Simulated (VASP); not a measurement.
Wanted: the native input for a VASP 6.6.1 run.

```
Task                   : single point
Functional             : LDA
Potentials or basis    : VASP PAW LDA potentials, release 64 (S)
Cutoff                 : 500 eV
k mesh                 : 16 × 16 × 16
Occupations            : fermi-dirac, width 0.08 eV
Spin                   : no spin polarisation
Dipole correction      : no
Further INCAR settings : ALGO = Normal; EDIFF = 1e-06; NBANDS = 9
```

The structure of S lies in POSCAR:

```
S
1.0
    0.0000000000      1.7276248844      1.7276248844
    1.7276248844      0.0000000000      1.7276248844
    1.7276248844      1.7276248844      0.0000000000
S
1
Direct
    0.0000000000      0.0000000000      0.0000000000
```

This isn't the form of S at room conditions, which is orthorhombic, of S8 rings.

These files were run (other wordings do the same):

INCAR

```
SYSTEM = S
PREC     = Accurate       ! precision mode
ENCUT    = 500            ! plane-wave cutoff, eV
EDIFF    = 1E-6           ! SCF threshold, eV
ISMEAR   = -1             ! smearing method
SIGMA    = 0.08           ! smearing width, eV
LREAL    = .False.        ! projectors in reciprocal space
LASPH    = .True.         ! aspherical terms in the spheres
NELM     = 120            ! most SCF steps
ALGO     = Normal         ! electronic algorithm
ISIF     = 2              ! what is computed and relaxed
LWAVE    = .False.        ! write WAVECAR
LCHARG   = .False.        ! write CHGCAR
GGA      = CA             ! functional
NBANDS   = 9              ! bands
GGA_COMPAT= .False.
```

KPOINTS

```
regular mesh
0
Gamma
  16 16 16
  0 0 0
```

Potentials or basis: VASP PAW LDA potentials, release 64 (S).

Launch:

```sh
$ cat potpaw_LDA.64/S/POTCAR > POTCAR
$ mpirun -np 1 vasp_std > vasp.out
```

It gave:

* Pressure: 71.9 GPa
* Band gap on the k mesh: zero (bands 3 and 4 overlap by 11.34 eV)

Caveat: the cell stands under pressure.

Run time: 4.4 s on 1 thread of Intel(R) Xeon(R) 6975P-C (Granite Rapids), with other jobs on the host, peak memory 0.11 GiB.
